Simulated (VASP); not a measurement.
Runs of VASP 6.6.1 on NaI. The structure is that of space group F-43m (No. 216), or close to it. The cells are those of the table. 

| task | level | potentials or basis | spin | cell | k mesh | cutoff (eV) | smearing | grid for exact exchange (PRECFOCK) | gap on the mesh (eV) | pressure (GPa) | relaxed volume (Å³/atom) |
| --- | --- | --- | --- | --- | --- | --- | --- | --- | --- | --- | --- |
| relaxation of cell and atoms | LDA | VASP PAW LDA potentials, release 64 (Na_pv, I) | off | relaxed from a = 5.064 Å, angles 60.0°, 2 atoms | 6 × 6 × 6 | 600 | fermi-dirac 0.02 eV | - | (a) | 0.0 | 40.89 |
| single point | LDA | VASP PAW LDA potentials, release 64 (Na_pv, I) | off | a = 5.011 Å, angles 60.0°, 2 atoms | 6 × 6 × 6 | 520 | gaussian 0.01 eV | - | (b) | -0.9 | - |
| single point | HF | VASP PAW PBE potentials, release 64 (Na_pv, I) | off | a = 5.011 Å, angles 60.0°, 2 atoms | 4 × 4 × 4 | 520 | gaussian 0.01 eV | Normal | (c) | 1.0 | - |
| relaxation of cell and atoms | PBE | VASP PAW PBE potentials, release 64 (Na_pv, I) | off | relaxed from a = 4.726 Å, angles 60.0°, 2 atoms | 6 × 6 × 6 | 600 | fermi-dirac 0.02 eV | - | (d) | 0.0 | 46.07 |
| single point | PBE | VASP PAW PBE potentials, release 64 (Na_pv, I) | non-collinear, zero start, SOC | a = 5.011 Å, angles 60.0°, 2 atoms | 6 × 6 × 6 | 520 | gaussian 0.01 eV | - | - | 0.4 | - |
| single point | PBE0 | VASP PAW PBE potentials, release 64 (Na_pv, I) | off | a = 5.011 Å, angles 60.0°, 2 atoms | 4 × 4 × 4 | 520 | gaussian 0.01 eV | Normal | 5.52 | 0.2 | - |
| single point | PBE | VASP PAW PBE potentials, release 64 (Na_pv, I) | off | a = 5.064 Å, angles 60.0°, 2 atoms | 6 × 6 × 6 | 520 | fermi-dirac 0.02 eV | - | 3.77 | 0.0 | - |
| single point | LDA | VASP PAW LDA potentials, release 64 (Na_pv, I) | off | a = 4.875 Å, angles 60.0°, 2 atoms | 6 × 6 × 6 | 520 | fermi-dirac 0.02 eV | - | 3.63 | 0.0 | - |

Question: Fill in the values left out.

Answer: (a) 3.64; (b) 3.50; (c) 10.56; (d) 3.76.

Caveats: spin-orbit coupling is left out, which moves the levels of the heavy elements (some runs); the PAW data sets were made with another functional, which shifts forces and pressure a little (some runs); the volume moved by over 15 % at a fixed basis, so the end points are rough (some runs).

A k mesh can miss the band edges, and rows without SOC leave out spin-orbit coupling on I.
